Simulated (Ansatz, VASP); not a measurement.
Two plane-wave programs on MoS2

```
Mo S
1.0
     1.65540    0.95575    5.13420
    -1.65540    0.95575    5.13420
     0.00000   -1.91149    5.13420
Mo S
1 2
Direct
  0.00002 0.00002 0.00002
  0.75354 0.75354 0.75354
  0.57975 0.57975 0.57975
```

Alike in both runs: task single point; functional PBE; dispersion D3(BJ); k mesh 12 × 12 × 12; occupations gaussian, width 0.05 eV; no spin polarisation.

|  | VASP | Ansatz |
| --- | --- | --- |
| version | VASP 6.6.1 | Ansatz 0.2.0 |
| potentials or method | VASP PAW PBE potentials, release 64 (Mo_sv, S), cutoff 520 eV | scalar-relativistic, plane waves, PAW |
| valence electrons in the cell | 26 | 26 |

Ansatz gave:

```
gap on the k mesh at the Fermi level (eV)                     : none
pressure (GPa)                                                : 12.6
traceless stress, the component that is largest in VASP (GPa) : 22.27
rms of the force components (eV/Å)                            : 1.511
```

Question: What did VASP give for the same quantities?

Answer: gap on the k mesh at the Fermi level (eV): none; pressure (GPa): 12.4; traceless stress, the component that is largest in VASP (GPa): 22.29; rms of the force components (eV/Å): 1.498.

Atom by atom the forces differ by 0.014 eV/Å (rms over components). A gap of «none» marks a metal or a gap that the smearing closes.
